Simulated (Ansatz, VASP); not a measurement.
TiC in VASP and in Ansatz

```
CELL_PARAMETERS angstrom
0.00000 2.09908 2.13154
2.09908 0.00000 2.13154
2.09908 2.09908 0.00000
ATOMIC_POSITIONS crystal
Ti 0.00000 0.00000 0.00000
C 0.50000 0.50000 0.50000
```

Change from the starting cell: strain -0.030 along x and y, -0.015 along z, atoms carried along.

Alike in both runs: task single point; functional PBEsol; k mesh 18 × 18 × 18; occupations gaussian, width 0.15 eV; no spin polarisation.

|  | VASP | Ansatz |
| --- | --- | --- |
| version | VASP 6.6.1 | Ansatz 0.2.0 |
| potentials or method | VASP PAW PBE potentials, release 64 (Ti_sv, C), cutoff 520 eV | scalar-relativistic, plane waves, PAW |
| valence electrons in the cell | 16 | 16 |

```tsv
	VASP	Ansatz	Ansatz less VASP
gap on the k mesh at the Fermi level (eV)	none	none	-
pressure (GPa)	15.7	15.5	-0.23
traceless stress, the component that is largest in VASP (GPa)	-5.41	-5.41	+0.003
```

VASP's potentials were made for PBE, not for PBEsol. A gap of «none» marks a metal or a gap that the smearing closes. The functional is the same, so the differences come from potentials, cutoffs and numerics.
